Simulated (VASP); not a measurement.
# Re (C2/m) in VASP: notebook

Re is run at these levels: PBE; tasks: single point.

Everything below comes from runs of VASP 6.6.1. Logs are shortened: lines on timing, memory, paths and dates and some standing lists are left out, and cuts for length are marked.

### 1 The cell of the first run

Symmetry: C2/m, No. 12, monoclinic system. Conventional cell: a = 4.835 Å, b = 2.775 Å, c = 4.511 Å, α = 90.00°, β = 102.55°, γ = 90.00°. Re (site symmetry m) has 12 Re at 2.47 to 3.04 Å within 3.3 Å.

### 2 Single point, PBE (engineering shear strain xz +0.0000, engineering shear strain yz -0.2200)

The input, INCAR:

```
SYSTEM = Re
PREC = Accurate
ENCUT = 520
EDIFF = 1E-6
ISMEAR = 0
SIGMA = 0.15
LREAL = .False.
LASPH = .True.
NELM = 100
ALGO = Fast
ISIF = 2
LWAVE = .False.
LCHARG = .False.
GGA = PE
NBANDS = 14
```

The input, KPOINTS:

```
Automatic mesh
0
Gamma
  18 18 10
  0 0 0
```

The input, POSCAR:

```
Re
1.0
    2.7748241524      0.0000000000      0.0000000000
   -1.3874120762      2.4030682070     -0.2643375028
    0.0000000000     -0.4932646191      4.4842238099
Re
2
Direct
    0.3333333333      0.6666666667      0.2500000000
    0.6666666667      0.3333333333      0.7500000000
```

Potentials or basis: VASP PAW PBE potentials, release 64 (Re).

On the command line:

```bash
> cat potpaw_PBE.64/Re/POTCAR > POTCAR
> mpirun -np 1 vasp_std > vasp.out
```

OUTCAR:

```text
SYSTEM = Re
   PREC = Accurate
   ENCUT = 520
   EDIFF = 1E-6
   ISMEAR = 0
   LREAL = .False.
   LASPH = .True.
   NELM = 100
   ISIF = 2
   GGA = PE

 ion  position               nearest neighbor table
   1  0.333  0.667  0.250-   2 2.47   2 2.62   2 2.62   2 2.91   2 2.91   2 3.04
   2  0.667  0.333  0.750-   1 2.47   1 2.62   1 2.62   1 2.91   1 2.91   1 3.04

  LATTYP: Found a base centered monoclinic cell.
 ALAT       =     4.8351261092
 B/A-ratio  =     0.5738886825
 C/A-ratio  =     0.9330205020
 COS(beta)  =    -0.2173698251

  Lattice vectors:

 A1 = (   1.3874120762,   2.4030682070,  -0.2643375028)
 A2 = (  -1.3874120762,   2.4030682070,  -0.2643375028)
 A3 = (   0.0000000000,  -0.4932646191,   4.4842238099)

Analysis of symmetry for initial positions (statically):
=====================================================================
 Subroutine PRICEL returns:
 Original cell was already a primitive cell.

 Routine SETGRP: Setting up the symmetry group for a
 base centered monoclinic supercell.

 Subroutine GETGRP returns: Found  4 space group operations
 (whereof  4 operations were pure point group operations)
 out of a pool of  4 trial point group operations.

The static configuration has the point symmetry C_2h.

Analysis of symmetry for dynamics (positions and initial velocities):
=====================================================================
 Subroutine PRICEL returns:
 Original cell was already a primitive cell.

 Routine SETGRP: Setting up the symmetry group for a
 base centered monoclinic supercell.

 Subroutine GETGRP returns: Found  4 space group operations
 (whereof  4 operations were pure point group operations)
 out of a pool of  4 trial point group operations.

The dynamic configuration has the point symmetry C_2h.

 Subroutine INISYM returns: Found  4 space group operations
 (whereof  4 operations are pure point group operations),
 and found     1 'primitive' translations

----------------------------------------------------------------------------------------

                                     Primitive cell

  volume of cell :      29.5394

  direct lattice vectors                    reciprocal lattice vectors
     2.774824152  0.000000000  0.000000000     0.360383197  0.210615787  0.023167737
    -1.387412076  2.403068207 -0.264337503     0.000000000  0.421231574  0.046335473
     0.000000000 -0.493264619  4.484223810     0.000000000  0.024830898  0.225735433

  length of vectors
     2.774824152  2.787386481  4.511271790     0.418057176  0.423772362  0.227097026

  position of ions in fractional coordinates (direct lattice)
     0.333333333  0.666666667  0.250000000
     0.666666667  0.333333333  0.750000000

  ion indices of the primitive-cell ions
   primitive index   ion index
                 1           1
                 2           2

----------------------------------------------------------------------------------------

 KPOINTS: Automatic mesh

Automatic generation of k-mesh.
 Grid dimensions read from file:
 generate k-points for:   18   18   10

 Generating k-lattice:

  Cartesian coordinates                     Fractional coordinates (reciprocal lattice)
     0.020021289  0.011700877  0.001287096     0.055555556 -0.000000000  0.000000000
     0.000000000  0.023401754  0.002574193     0.000000000  0.055555556  0.000000000
     0.000000000  0.002483090  0.022573543     0.000000000  0.000000000  0.100000000

  Length of vectors
     0.023225399  0.023542909  0.022709703

  Shift w.r.t. Gamma in fractional coordinates (k-lattice)
     0.000000000  0.000000000  0.000000000

 Subroutine IBZKPT returns following result:
 ===========================================

 Found    866 irreducible k-points:

 Following reciprocal coordinates:
            Coordinates               Weight
  0.000000  0.000000  0.000000      1.000000
  0.055556  0.000000  0.000000      4.000000
  0.111111  0.000000  0.000000      4.000000
  0.166667 -0.000000  0.000000      4.000000
  0.222222  0.000000  0.000000      4.000000
  0.277778  0.000000 -0.000000      4.000000
[... 16 lines left out ...]
 -0.333333  0.055556  0.000000      4.000000
 -0.277778  0.055556  0.000000      4.000000
 [... further k-points ...]
   k-points           NKPTS =    866   k-points in BZ     NKDIM =    866   number of bands    NBANDS=     14
   number of dos      NEDOS =    301   number of ions     NIONS =      2
   total plane-waves  NPLWV =  20736
   dimension x,y,z NGX =    24 NGY =   24 NGZ =   36
   dimension x,y,z NGXF=    48 NGYF=   48 NGZF=   72
   ions per type =               2
   NGX,Y,Z   is equivalent  to a cutoff of  14.38, 14.31, 13.27 a.u.
   NGXF,Y,Z  is equivalent  to a cutoff of  28.76, 28.63, 26.53 a.u.
 SYSTEM =  Re
   PREC   = accura    normal or accurate (medium, high low for compatibility)
   ISTART =      0    job   : 0-new  1-cont  2-samecut
   ICHARG =      2    charge: 1-file 2-atom 10-const
   ISPIN  =      1    spin polarized calculation?
   LNONCOLLINEAR =      F non collinear calculations
   LSORBIT =      F    spin-orbit coupling
   LASPH  =      T    aspherical Exc in radial PAW
   ENCUT  =  520.0 eV  38.22 Ry    6.18 a.u.   5.16  5.18  8.39*2*pi/ulx,y,z
   NELM   =    100;   NELMIN=  2; NELMDL= -5     # of ELM steps
   EDIFF  = 0.1E-05   stopping-criterion for ELM
   LREAL  =      F    real-space projection
[... 7 lines left out ...]
   TEBEG  =    0.0;   TEEND  =   0.0 temperature during run
   PSTRESS=    0.0 pullay stress
   NELECT =      14.0000    total number of electrons
   NUPDOWN=      -1.0000    fix difference up-down
   EMIN   =  10.00;   EMAX   =-10.00  energy-range for DOS
   EFERMI =   0.00;   METHOD = LEGACY
   ISMEAR =     0;   SIGMA  =   0.15  broadening in eV -4-tet -1-fermi 0-gaus
   EFERMI_NEDOS =   21; number of points for ismear=-14 and -15
   IALGO  =     68    algorithm
   IMIX   =      4    mixing-type and parameters
     AMIX     =   0.40;   BMIX     =  1.00
     AMIX_MAG =   1.60;   BMIX_MAG =  1.00
  volume/ion in A,a.u.               =      14.77        99.67
  Fermi-wavevector in a.u.,A,eV,Ry     =   1.276391  2.412028 22.166241  1.629173
  Thomas-Fermi vector in A             =   2.409049
   LORBIT       =      0    0 simple, 1 ext, 2 COOP (PROOUT), +10 PAW based schemes
   GGA     = PE    functional components
   LHFCALC =     F    Hartree Fock is set to
   AEXX    =    0.0000 exact exchange contribution
   IVDW    =     0    specifies the selected vdW correction
   LEPSILON=     F    determine dielectric tensor
   LRPA    =     F    only Hartree local field effects (RPA)
 non-spin polarized calculation
 RMM-DIIS sequential band-by-band and
 Gauss-broadening in eV      SIGMA  =   0.15
  energy-cutoff  :      520.00
  volume of cell :       29.54
 maximum number of plane-waves:       810
 NGX is ok and might be reduce to    24
   NGX = 11   NGY = 11   NGZ = 17

 number of electron      14.0000000 magnetization

 Free energy of the ion-electron system (eV)
  ---------------------------------------------------
  ext. energy  EPLUGINS =         0.00000000
  ---------------------------------------------------
  free energy    TOTEN  =       -24.22909214 eV

  energy without entropy =      -24.20841676  energy(sigma->0) =      -24.21875445

 E-fermi :   8.2656     XC(G=0): -13.6879

 val. band max:        8.2655784531   @ k =   0.5000   0.3333   0.2000
 cond. band min:       8.2693057055   @ k =   0.3889   0.1667   0.5000
 fundamental gap:      0.0037272524
 Fermi energy:         8.2656146827

 k-point     1 :       0.0000    0.0000    0.0000
  band No.  band energies     occupation
      1      -1.9705      2.00000
      2       1.4404      2.00000
      3       5.4773      2.00000
      4       6.3241      2.00000
      5       6.4047      2.00000
      6       6.8851      2.00000
      7       6.9747      2.00000
      8       8.3175      0.62487
      9       8.6440      0.00036
     10       9.0905      0.00000
     11      10.2777      0.00000
     12      10.9166      0.00000
     13      18.7633      0.00000
     14      22.3931      0.00000

 k-point     2 :       0.0556    0.0000    0.0000
  band No.  band energies     occupation
      1      -1.8441      2.00000
      2       1.5555      2.00000
      3       5.4588      2.00000
      4       6.2120      2.00000
      5       6.4941      2.00000
      6       6.8355      2.00000
      7       7.0154      2.00000
      8       8.0636      1.94319
      9       8.3351      0.51266
     10       9.0555      0.00000
     11      10.4316      0.00000
     12      11.4698      0.00000
     13      18.7515      0.00000
     14      22.6380      0.00000

 k-point     3 :       0.1111    0.0000    0.0000
  band No.  band energies     occupation
      1      -1.4752      2.00000
      2       1.8799      2.00000
      3       5.3323      2.00000
      4       5.9305      2.00000
      5       6.4677      2.00000
      6       6.7882      2.00000
      7       7.3122      2.00000
      8       7.3506      2.00000
      9       8.1926      1.50872
     10       9.0090      0.00000
     11      10.6036      0.00000
     12      12.6338      0.00000
     13      18.7106      0.00000
     14      23.3040      0.00000

 k-point     4 :       0.1667   -0.0000    0.0000
  band No.  band energies     occupation
      1      -0.8966      2.00000
      2       2.3359      2.00000
      3       5.0189      2.00000
      4       5.5647      2.00000
      5       5.8253      2.00000
      6       6.8813      2.00000
      7       7.4718      2.00000
      8       7.6929      2.00000
      9       8.1442      1.74748
     10       8.9767      0.00000
     11      10.7554      0.00000
     12      13.9204      0.00000
     13      18.6463      0.00000
     14      24.0297      0.00000

 k-point     5 :       0.2222    0.0000    0.0000
  band No.  band energies     occupation
      1      -0.1690      2.00000
      2       2.7421      2.00000
      3       4.6096      2.00000
      4       5.1197      2.00000
      5       5.2263      2.00000
      6       6.9657      2.00000
      7       7.7594      2.00000
      8       8.1677      1.64431
      9       8.6256      0.00069
     10       9.0434      0.00000
     11      10.8734      0.00000
[... 276 lines left out ...]
 k-point    22 :      -0.3889    0.0556    0.0000
  band No.  band energies     occupation
      1       1.6226      2.00000
      2       2.6316      2.00000
      3       3.2169      2.00000
      4       4.5795      2.00000
      5       5.4087      2.00000
      6       6.9422      2.00000
      7       8.2122      1.38560
      8       9.9470      0.00000
      9      10.5399      0.00000
     10      10.9761      0.00000
     11      11.4845      0.00000
     12      16.9572      0.00000
     13      19.0906      0.00000
     14      19.5892      0.00000

 k-point    23 :      -0.3333    0.0556    0.0000
  band No.  band energies     occupation
      1       1.0404      2.00000
      2       2.8810      2.00000
      3       3.6768      2.00000
      4       4.6730      2.00000
      5       5.1536      2.00000
      6       7.0226      2.00000
      7       7.7853      1.99999
      8       9.3121      0.00000
      9       9.6622      0.00000
     10      10.2901      0.00000
     11      10.9987      0.00000
     12      16.6964      0.00000
     13      18.7743      0.00000
     14      21.1240      0.00000

 k-point    24 :      -0.2778    0.0556    0.0000
  band No.  band energies     occupation
      1       0.2900      2.00000
      2       2.9601      2.00000
      3       4.1868      2.00000
      4       4.9218      2.00000
      5       5.1293      2.00000
      6       6.9478      2.00000
      7       7.5614      2.00000
      8       8.7371      0.00001
      9       8.9458      0.00000
     10       9.4534      0.00000
     11      10.8878      0.00000
     12      15.9758      0.00000
     13      18.4258      0.00000
     14      22.9200      0.00000

 [... further k-points ...]

------------------------ aborting loop because EDIFF is reached ----------------------------------------

  FORCE on cell =-STRESS in cart. coord.  units (eV):
  Direction    XX          YY          ZZ          XY          YZ          ZX
  --------------------------------------------------------------------------------------
  -------------------------------------------------------------------------------------
  Total        2.8311143      0.9664578      3.1007354      0.0000000      4.8257866      0.0000000
  in kB      153.5557733     52.4193502    168.1796545      0.0000000    261.7440766      0.0000000
  external PRESSURE =     124.7182593 kB  Pullay stress =       0.0000000 kB

 VOLUME and BASIS-vectors are now :
 -----------------------------------------------------------------------------
  energy-cutoff  :      520.00
  volume of cell :       29.54
      direct lattice vectors                 reciprocal lattice vectors
     2.774824152  0.000000000  0.000000000     0.360383197  0.210615787  0.023167737
    -1.387412076  2.403068207 -0.264337503     0.000000000  0.421231574  0.046335473
     0.000000000 -0.493264619  4.484223810     0.000000000  0.024830898  0.225735433

 POSITION                                       TOTAL-FORCE (eV/Angst)
 -----------------------------------------------------------------------------------
     -0.00000      1.47873      0.94483         0.000000     -0.706382     -0.278371
      1.38741      0.43107      3.27506         0.000000      0.706382      0.278371
 -----------------------------------------------------------------------------------
    total drift:                               -0.000000      0.000000     -0.000000

  FREE ENERGIE OF THE ION-ELECTRON SYSTEM (eV)
  ---------------------------------------------------
  free  energy   TOTEN  =       -24.2290921434 eV

  energy  without entropy=      -24.2084167646  energy(sigma->0) =      -24.21875445
```

Run time: 11 min. Hardware: 1 thread of Intel Xeon 8259CL, shared host; peak memory 0.42 GiB.

Results:

```
Free energy            : -24.2291 eV
Pressure               : 12.5 GPa
Largest force          : 0.759 eV/Å
Band gap on the k mesh : zero (bands 7 and 8 overlap by 2.96 eV)
```

Forces in eV/Å, atoms in the order of the input:
```
Re   0.000 -0.706 -0.278
Re   0.000  0.706  0.278
```

Caveat: the cell differs from its parent crystal (engineering shear strain xz +0.0000, engineering shear strain yz -0.2200); the cell stands under pressure; spin-orbit coupling is left out, which moves the levels of the heavy elements.

### 3 Single point, PBE (engineering shear strain xz +0.0000, engineering shear strain yz -0.1467)

The input, INCAR:

```
  PREC = Accurate
  ENCUT = 520
  EDIFF = 1E-6
  ISMEAR = 0
  SIGMA = 0.15
  LREAL = False
  LASPH = True
  NELM = 80
  ALGO = Fast
  ISIF = 2
  LWAVE = False
  LCHARG = False
  GGA = PE
  NBANDS = 14
```

The input, KPOINTS:

```
regular mesh
0
Gamma
  18 18 10
```

The input, POSCAR:

```
Re
1.0
    2.7748241524      0.0000000000      0.0000000000
   -1.3874120762      2.4030682070     -0.1762650530
    0.0000000000     -0.3289178165      4.4842238099
Re
2
Direct
    0.3333333333      0.6666666667      0.2500000000
    0.6666666667      0.3333333333      0.7500000000
```

Potentials or basis: VASP PAW PBE potentials, release 64 (Re).

On the command line:

```bash
> cat potpaw_PBE.64/Re/POTCAR > POTCAR
> mpirun -np 1 vasp_std > vasp.out
```

Run time: 8.8 min. Hardware: 1 thread of Intel Xeon 8259CL, shared host; peak memory 0.43 GiB.

Results (log left out):

```
Free energy            : -24.5555 eV
Pressure               : 5.3 GPa
Largest force          : 0.262 eV/Å
Band gap on the k mesh : zero (bands 7 and 8 overlap by 2.88 eV)
```

Forces on the atoms (eV/Å):
```
Re   0.000 -0.246 -0.090
Re   0.000  0.246  0.090
```

Stress tensor (GPa, compression positive):
```
 6.98  0.00  0.00
 0.00  2.66 20.18
 0.00 20.18  6.29
```

Levels at points of the mesh, in eV from the Fermi level:
```
           k point  band 4  band 5  band 6  band 7  band 8  band 9  band 10  band 11
(0.00, 0.00, 0.00)   -1.74   -1.70   -1.06   -1.00    0.11    0.42     0.58     2.67
(0.50, 0.00, 0.00)   -2.81   -1.95   -1.59    0.16    3.54    3.72     4.11     5.84
(0.00, 0.50, 0.00)   -2.25   -2.17   -1.81    0.11    3.72    3.92     4.42     5.71
(0.00, 0.00, 0.50)   -2.88   -1.98   -1.76   -1.49   -1.19    1.11     1.29     3.08
(0.50, 0.00, 0.50)   -4.05    0.05    0.19    0.43    1.12    3.72     3.98     4.66
(0.00, 0.50, 0.50)   -3.81   -0.11   -0.09    0.43    1.31    3.59     4.27     4.49
```

Caveat: the cell differs from its parent crystal (engineering shear strain xz +0.0000, engineering shear strain yz -0.1467); the cell stands under pressure; spin-orbit coupling is left out, which moves the levels of the heavy elements.

[end of part 1 of 2]
